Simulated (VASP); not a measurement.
Wanted: the native input for a VASP 6.6.1 run.

| Property | Result |
| --- | --- |
| Task | single point |
| Functional | PBE |
| Potentials or basis | VASP PAW PBE potentials, release 64 (K_sv, Br) |
| Cutoff | 520 eV |
| k mesh | 6 × 6 × 6 |
| Occupations | gaussian, width 0.05 eV |
| Spin | no spin polarisation |
| Dipole correction | no |
| Further INCAR settings | ALGO = Normal; EDIFF = 1e-07; NBANDS = 15 |

The structure of KBr lies in POSCAR:

```
KBr
1.0
    0.0000000000      3.3953906250      3.3953906250
    3.2925000000      0.1028906250      3.2925000000
    3.2925000000      3.2925000000      0.1028906250
K Br
1 1
Direct
    0.0000000000      0.0000000000      0.0000000000
    0.5000000000      0.5000000000      0.5000000000
```

This cell differs from its parent crystal: strain +0.0625 x Voigt [0, 0, 0, 1, 0, 0].

These files were run (other wordings do the same):

INCAR

```
PREC     = Accurate       # precision mode
ENCUT    = 520            # plane-wave cutoff, eV
EDIFF    = 1E-7           # SCF threshold, eV
ISMEAR   = 0              # smearing method
SIGMA    = 0.05           # smearing width, eV
LREAL    = F              # projectors in reciprocal space
LASPH    = T              # aspherical terms in the spheres
NELM     = 80             # most SCF steps
ALGO     = Normal         # electronic algorithm
ISIF     = 2              # what is computed and relaxed
LWAVE    = F              # write WAVECAR
LCHARG   = F              # write CHGCAR
GGA      = PE             # functional
NBANDS   = 15             # bands
```

KPOINTS

```
Automatic mesh
0
Gamma
  6 6 6
```

Potentials or basis: VASP PAW PBE potentials, release 64 (K_sv, Br).

The run is started by

```sh
$ cat potpaw_PBE.64/K_sv/POTCAR potpaw_PBE.64/Br/POTCAR > POTCAR
$ mpirun -np 1 vasp_std > vasp.out
```

It gave:

```yaml
Pressure: 0.9 GPa
Band_gap_on_the_k_mesh: 4.37 eV, direct
```

Caveat: the cell differs from its parent crystal (strain +0.0625 x Voigt [0, 0, 0, 1, 0, 0]).

Wall time 55 s on 1 thread of Intel(R) Xeon(R) Platinum 8488C (Sapphire Rapids) (shared host), peak memory 0.23 GiB.
